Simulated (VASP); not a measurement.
Write the native input for VASP 6.6.1 that does the following.

```yaml
Task: single point
Functional: PBE
Potentials_or_basis: VASP PAW PBE potentials, release 64 (Cr_pv)
Cutoff: 520 eV
k_mesh: 24 × 24 × 24
Occupations: gaussian, width 0.15 eV
Spin: no spin polarisation
Dipole_correction: no
Further_INCAR_settings: ALGO = Fast; EDIFF = 1e-07; NBANDS = 12
```

The structure of Cr lies in POSCAR:

```
Cr
1.0
   -1.4419500000      1.4455548750      1.4455548750
    1.4419500000     -1.4383451250      1.4383451250
    1.4419500000      1.4383451250     -1.4383451250
Cr
1
Direct
    0.0000000000      0.0000000000      0.0000000000
```

This cell differs from its parent crystal: strain +0.0050 x Voigt [0, 0, 0, 1, 0, 0].

These files were run (other wordings do the same):

INCAR

```
SYSTEM = Cr
ALGO = Fast
EDIFF = 1E-7
ENCUT = 520
GGA = PE
ISIF = 2
ISMEAR = 0
LASPH = .True.
LCHARG = .True.
LELF = .True.
LREAL = .False.
LVHAR = .True.
LWAVE = .False.
NBANDS = 12
NELM = 60
PREC = Accurate
SIGMA = 0.15
```

KPOINTS

```
k-points
0
Gamma
  24 24 24
  0 0 0
```

Potentials or basis: VASP PAW PBE potentials, release 64 (Cr_pv).

Launch:

```console
$ cat potpaw_PBE.64/Cr_pv/POTCAR > POTCAR
$ mpirun -np 1 vasp_std > vasp.out
```

It gave:

```yaml
Pressure: -9.4 GPa
Band_gap_on_the_k_mesh: zero (band 6 reaches 12.73 eV, above the bottom of band 7 at 9.60 eV)
```

Caveat: the cell differs from its parent crystal (strain +0.0050 x Voigt [0, 0, 0, 1, 0, 0]); the run has no spin polarisation, though such a crystal can be magnetic.

Wall time 120 s on 1 thread of Intel(R) Xeon(R) 6975P-C (Granite Rapids) (shared host), peak memory 0.37 GiB.
